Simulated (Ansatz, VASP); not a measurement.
# Ga: VASP beside Ansatz

Contents of INCAR:

```
PREC = Accurate
ENCUT = 520
EDIFF = 1E-6
ISMEAR = -1
SIGMA = 0.05
LREAL = False
LASPH = True
NELM = 100
ALGO = Normal
ISIF = 2
LWAVE = False
LCHARG = False
GGA = PE
NBANDS = 34
```

KPOINTS

```
Automatic mesh
0
Gamma
  9 9 8
```

POSCAR

```
Ga
1.0
    2.2850290614     -3.8727005052      0.0000000000
    2.2850290614      3.8727005052      0.0000000000
    0.0000000000      0.0000000000      4.5761370792
Ga
4
Direct
    0.1525000000      0.8475000000      0.0785000000
    0.6525000000      0.3475000000      0.4215000000
    0.8475000000      0.1525000000      0.9215000000
    0.3475000000      0.6525000000      0.5785000000
```

Input for Ansatz:

```yaml
crystal:
  lattice:
    - [2.2850290614, -3.8727005052, 0.0]
    - [2.2850290614, 3.8727005052, 0.0]
    - [0.0, 0.0, 4.5761370792]
  atoms:
    - { symbol: Ga, position: [0.1525, 0.8475, 0.0785] }
    - { symbol: Ga, position: [0.6525, 0.3475, 0.4215] }
    - { symbol: Ga, position: [0.8475, 0.1525, 0.9215] }
    - { symbol: Ga, position: [0.3475, 0.6525, 0.5785] }
kpoints:
  mp_grid: { grid: [9, 9, 8] }
  band_path:
    path:
      - [0.0, 0.0, 0.0]
      - [-0.5, 0.5, 0.0]
      - [-0.337035342, 0.662964658, 0.0]
      - [0.337035342, 0.337035342, 0.0]
      - [0.0, 0.0, 0.0]
      - [0.0, 0.0, 0.5]
      - [0.337035342, 0.337035342, 0.5]
      - [-0.337035342, 0.662964658, 0.5]
      - [-0.5, 0.5, 0.5]
    npoints: 5
scf:
  occupations: { method: fermi_dirac, width: 0.05 }
hamiltonian:
  xc: pbe
  pseudopotentials: { kind: all_electron, lapw: { basis_error: 0.001 } }
output:
  forces: true
  stress: true
  eigenvalues: true
```

Change from the starting cell: volume scaled by 1.04.

Alike in both runs: task single point; functional PBE; k mesh 9 × 9 × 8; occupations fermi-dirac, width 0.05 eV; no spin polarisation.

```csv
,VASP,Ansatz
version,VASP 6.6.1,Ansatz 0.2.0
potentials or method,"VASP PAW PBE potentials, release 64 (Ga_d), cutoff 520 eV","all-electron LAPW, scalar-relativistic"
```

```tsv
	VASP	Ansatz	Ansatz less VASP
pressure (GPa)	0.2	0.1	-0.10
traceless stress, the component that is largest in VASP (GPa)	1.25	1.22	-0.031
rms of the force components (eV/Å)	0.240	0.239	-0.0009
```

Atom by atom the forces differ by 0.001 eV/Å (rms over components). Ansatz ran all-electron here, and VASP with PAW potentials.
